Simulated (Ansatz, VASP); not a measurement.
**Two plane-wave programs on GaAs**

```
CELL_PARAMETERS angstrom
0.00000 2.87296 2.87296
2.87296 0.00000 2.87296
2.87296 2.87296 0.00000
ATOMIC_POSITIONS crystal
Ga 0.00000 0.00000 0.00000
As 0.25000 0.25000 0.25000
```

Alike in both runs: functional PBE; k mesh 12 × 12 × 12; occupations gaussian, width 0.02 eV; no spin polarisation.

Ansatz relaxed the structure, and its values are those at the end. VASP's run is a single point on that final structure, the one shown.

```csv
,VASP,Ansatz
version,VASP 6.6.1,Ansatz 0.2.0
potentials or method,"VASP PAW PBE potentials, release 64 (Ga_d, As), cutoff 500 eV","scalar-relativistic, plane waves, PAW"
valence electrons in the cell,18,28
```

|  | VASP | Ansatz | Ansatz less VASP |
| --- | --- | --- | --- |
| gap on the k mesh at the Fermi level (eV) | 0.16 | 0.16 | 0.000 |
| least direct gap on the mesh (eV) | 0.16 | 0.16 | 0.000 |
| pressure (GPa) | 0.1 | 0.0 | -0.13 |

The functional is the same, so the differences come from potentials, cutoffs and numerics. VASP's potentials hold 18 valence electrons a cell and Ansatz's 28, so a difference there can come from the potentials and not from the codes.
